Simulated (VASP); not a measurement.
# GaSb (F-43m) in VASP: a series of runs

The runs below take GaSb through single point, with r2SCAN.

Program: VASP 6.6.1. These are calculated values, not measurements. Logs are shortened: lines on timing, memory, paths and dates and some standing lists are left out, and cuts for length are marked.

**1. The cell of the first run**

It takes space group F-43m (No. 216, cubic). Conventional cell: a = 5.948 Å, b = 5.948 Å, c = 5.948 Å, α = 90.00°, β = 90.00°, γ = 90.00°. Within 3.4 Å of Ga (site symmetry -43m) lie 4 Sb at 2.58 Å. Sb (site symmetry -43m) has 4 Ga at 2.58 Å within 3.4 Å.

**2. Single point, r2SCAN (strain -3.0%)**

POSCAR

```
GaSb
1.0
    0.0000000000      2.9739024340      2.9739024340
    2.9739024340      0.0000000000      2.9739024340
    2.9739024340      2.9739024340      0.0000000000
Ga Sb
1 1
Direct
    0.0000000000      0.0000000000      0.0000000000
    0.2500000000      0.2500000000      0.2500000000
```

INCAR.step1

```
SYSTEM = GaSb
PREC = Accurate
ENCUT = 520
ISMEAR = 0
SIGMA = 0.01
LREAL = .False.
LASPH = .True.
NELM = 60
NBANDS = 16
GGA = PE
ALGO = Normal
EDIFF = 1E-4
LWAVE = .True.
LCHARG = .False.
```

INCAR.step2

```
SYSTEM = GaSb
PREC = Accurate
ENCUT = 520
EDIFF = 1E-6
ISMEAR = 0
SIGMA = 0.01
LREAL = .False.
LASPH = .True.
NELM = 60
ALGO = Normal
ISIF = 2
LWAVE = .False.
LCHARG = .False.
METAGGA = R2SCAN
LMIXTAU = .True.
NBANDS = 16
ISTART = 1
```

KPOINTS

```
regular mesh
0
Gamma
  8 8 8
  0 0 0
```

Potentials or basis: VASP PAW PBE potentials, release 64 (Ga_d, Sb).

Launch:

```bash
$ cat potpaw_PBE.64/Ga_d/POTCAR potpaw_PBE.64/Sb/POTCAR > POTCAR
$ cp INCAR.step1 INCAR
$ mpirun -np 1 vasp_std > vasp.out
$ cp INCAR.step2 INCAR
$ mpirun -np 1 vasp_std > vasp.out
```

OUTCAR:

```text
SYSTEM = GaSb
   PREC = Accurate
   ENCUT = 520
   EDIFF = 1E-6
   ISMEAR = 0
   LREAL = .False.
   LASPH = .True.
   NELM = 60
   ISIF = 2
   METAGGA = R2SCAN
   ISTART = 1

 ion  position               nearest neighbor table
   1  0.000  0.000  0.000-   2 2.58   2 2.58   2 2.58   2 2.58
   2  0.250  0.250  0.250-   1 2.58   1 2.58   1 2.58   1 2.58

  LATTYP: Found a face centered cubic cell.
 ALAT       =     5.9478048680

  Lattice vectors:

 A1 = (   0.0000000000,   2.9739024340,   2.9739024340)
 A2 = (   2.9739024340,   0.0000000000,   2.9739024340)
 A3 = (   2.9739024340,   2.9739024340,   0.0000000000)

Analysis of symmetry for initial positions (statically):
=====================================================================
 Subroutine PRICEL returns:
 Original cell was already a primitive cell.

 Routine SETGRP: Setting up the symmetry group for a
 face centered cubic supercell.

 Subroutine GETGRP returns: Found 24 space group operations
 (whereof 24 operations were pure point group operations)
 out of a pool of 48 trial point group operations.

The static configuration has the point symmetry T_d .

Analysis of symmetry for dynamics (positions and initial velocities):
=====================================================================
 Subroutine PRICEL returns:
 Original cell was already a primitive cell.

 Routine SETGRP: Setting up the symmetry group for a
 face centered cubic supercell.

 Subroutine GETGRP returns: Found 24 space group operations
 (whereof 24 operations were pure point group operations)
 out of a pool of 48 trial point group operations.

The dynamic configuration has the point symmetry T_d .

 Subroutine INISYM returns: Found 24 space group operations
 (whereof 24 operations are pure point group operations),
 and found     1 'primitive' translations

----------------------------------------------------------------------------------------

                                     Primitive cell

  volume of cell :      52.6030

  direct lattice vectors                    reciprocal lattice vectors
     0.000000000  2.973902434  2.973902434    -0.168129255  0.168129255  0.168129255
     2.973902434  0.000000000  2.973902434     0.168129255 -0.168129255  0.168129255
     2.973902434  2.973902434  0.000000000     0.168129255  0.168129255 -0.168129255

  length of vectors
     4.205733155  4.205733155  4.205733155     0.291208412  0.291208412  0.291208412

  position of ions in fractional coordinates (direct lattice)
     0.000000000  0.000000000  0.000000000
     0.250000000  0.250000000  0.250000000
[... 73 lines left out ...]
   LSORBIT =      F    spin-orbit coupling
   LASPH  =      T    aspherical Exc in radial PAW
   ENCUT  =  520.0 eV  38.22 Ry    6.18 a.u.   7.82  7.82  7.82*2*pi/ulx,y,z
   NELM   =     60;   NELMIN=  2; NELMDL=  0     # of ELM steps
   EDIFF  = 0.1E-05   stopping-criterion for ELM
   LREAL  =      F    real-space projection
   EDIFFG = 0.1E-04   stopping-criterion for IOM
   NSW    =      0    number of steps for IOM
   IBRION =     -1    ionic relax: 0-MD 1-quasi-New 2-CG
   NFREE  =      0    steps in history (QN), initial steepest desc. (CG)
   ISIF   =      2    stress and relaxation
   ISYM   =      2    0-nonsym 1-usesym 2-fastsym
   POTIM  = 0.5000    time-step for ionic-motion
   TEBEG  =    0.0;   TEEND  =   0.0 temperature during run
   PSTRESS=    0.0 pullay stress
   NELECT =      18.0000    total number of electrons
   NUPDOWN=      -1.0000    fix difference up-down
   EMIN   =  10.00;   EMAX   =-10.00  energy-range for DOS
   EFERMI =   0.00;   METHOD = LEGACY
   ISMEAR =     0;   SIGMA  =   0.01  broadening in eV -4-tet -1-fermi 0-gaus
   EFERMI_NEDOS =   21; number of points for ismear=-14 and -15
   IALGO  =     38    algorithm
   IMIX   =      4    mixing-type and parameters
     AMIX     =   0.40;   BMIX     =  1.00
     AMIX_MAG =   1.60;   BMIX_MAG =  1.00
  volume/ion in A,a.u.               =      26.30       177.49
  Fermi-wavevector in a.u.,A,eV,Ry     =   1.145062  2.163853 17.839506  1.311167
  Thomas-Fermi vector in A             =   2.281752
   LORBIT       =      0    0 simple, 1 ext, 2 COOP (PROOUT), +10 PAW based schemes
   METAGGA = R2SCAN    functional components
   LHFCALC =     F    Hartree Fock is set to
   AEXX    =    0.0000 exact exchange contribution
   IVDW    =     0    specifies the selected vdW correction
   LEPSILON=     F    determine dielectric tensor
   LRPA    =     F    only Hartree local field effects (RPA)
 non-spin polarized calculation
 Gauss-broadening in eV      SIGMA  =   0.01
  energy-cutoff  :      520.00
  volume of cell :       52.60
 maximum number of plane-waves:      1428
   NGX = 15   NGY = 15   NGZ = 15

 number of electron      18.0000014 magnetization

 Free energy of the ion-electron system (eV)
  ---------------------------------------------------
  ext. energy  EPLUGINS =         0.00000000
  ---------------------------------------------------
  free energy    TOTEN  =       -37.51005366 eV

  energy without entropy =      -37.51005366  energy(sigma->0) =      -37.51005366

 E-fermi :   5.7174     XC(G=0): -10.1203

 val. band max:        5.6062961403   @ k =   0.0000   0.0000   0.0000
 cond. band min:       6.4945476890   @ k =   0.5000   0.0000   0.0000
 fundamental gap:      0.8882515488
 Fermi energy:         5.7173766048

 k-point     1 :       0.0000    0.0000    0.0000
  band No.  band energies     occupation
      1     -10.0831      2.00000
      2     -10.0831      2.00000
      3     -10.0831      2.00000
      4     -10.0107      2.00000
      5     -10.0107      2.00000
      6      -6.9752      2.00000
[... 433 lines left out ...]
      3     -10.0585      2.00000
      4     -10.0156      2.00000
      5     -10.0108      2.00000
      6      -4.5926      2.00000
[... 8 lines left out ...]
     15      16.0097      0.00000
     16      16.7867      0.00000

 [... further k-points ...]
[... 5 lines left out ...]
  --------------------------------------------------------------------------------------
  -------------------------------------------------------------------------------------
  Total        2.0317758      2.0317758      2.0317758      0.0000000      0.0000000     -0.0000000
  in kB       61.8836914     61.8836914     61.8836914      0.0000000      0.0000000     -0.0000000
  external PRESSURE =      61.8836914 kB  Pullay stress =       0.0000000 kB

 VOLUME and BASIS-vectors are now :
 -----------------------------------------------------------------------------
  energy-cutoff  :      520.00
  volume of cell :       52.60
      direct lattice vectors                 reciprocal lattice vectors
     0.000000000  2.973902434  2.973902434    -0.168129255  0.168129255  0.168129255
     2.973902434  0.000000000  2.973902434     0.168129255 -0.168129255  0.168129255
     2.973902434  2.973902434  0.000000000     0.168129255  0.168129255 -0.168129255

 POSITION                                       TOTAL-FORCE (eV/Angst)
 -----------------------------------------------------------------------------------
      0.00000      0.00000      0.00000         0.000000      0.000000     -0.000000
      1.48695      1.48695      1.48695        -0.000000     -0.000000      0.000000
 -----------------------------------------------------------------------------------
    total drift:                               -0.000002     -0.000002     -0.000002

  FREE ENERGIE OF THE ION-ELECTRON SYSTEM (eV)
  ---------------------------------------------------
  free  energy   TOTEN  =       -37.5100536600 eV

  energy  without entropy=      -37.5100536600  energy(sigma->0) =      -37.51005366
```

OSZICAR.step1:

```text
N       E                     dE             d eps       ncg     rms          rms(c)
DAV:   1     0.825051062167E+02    0.82505E+02   -0.87409E+03   944   0.142E+03
DAV:   2    -0.125622772909E+01   -0.83761E+02   -0.80410E+02  1112   0.294E+02
DAV:   3    -0.716465721379E+01   -0.59084E+01   -0.58949E+01  1096   0.631E+01
DAV:   4    -0.726650532690E+01   -0.10185E+00   -0.10183E+00  1200   0.933E+00
DAV:   5    -0.726879878217E+01   -0.22935E-02   -0.22934E-02  1128   0.121E+00    0.355E+00
DAV:   6    -0.721621225196E+01    0.52587E-01   -0.63393E-02  1376   0.413E+00    0.215E+00
DAV:   7    -0.719852438286E+01    0.17688E-01   -0.47376E-02  1072   0.177E+00    0.359E-01
DAV:   8    -0.719950916202E+01   -0.98478E-03   -0.45813E-03  1192   0.805E-01    0.110E-01
DAV:   9    -0.719998111637E+01   -0.47195E-03   -0.73711E-04  1064   0.202E-01    0.401E-02
DAV:  10    -0.719998107046E+01    0.45908E-07   -0.23205E-05   888   0.359E-02
   1 F= -.71999811E+01 E0= -.71999811E+01  d E =-.129566E-61
```

Run time: 54 s. Hardware: 1 thread of Intel Xeon 6975P-C, shared host; peak memory 0.2 GiB.

What came out:

| Property | Result |
| --- | --- |
| Free energy | -37.5101 eV |
| Pressure | 6.2 GPa |
| Band gap on the k mesh | 0.89 eV, indirect (least direct gap 1.11 eV) |

Levels at points of the mesh, in eV from the valence-band top:
```tsv
k point	band 7	band 8	band 9	band 10	band 11	band 12
(0.00, 0.00, 0.00)	0.00	0.00	0.00	1.11	2.94	2.94
(0.50, 0.00, 0.00)	-7.06	-1.37	-1.37	0.89	3.99	3.99
(0.50, 0.50, 0.00)	-7.48	-3.02	-3.02	1.01	1.31	9.85
```

Caveat: the cell differs from its parent crystal (strain -3.0%); the PAW data sets were made with another functional, which shifts forces and pressure a little; spin-orbit coupling is left out, which moves the levels of the heavy elements.

(Part 1 of 2 ends here.)
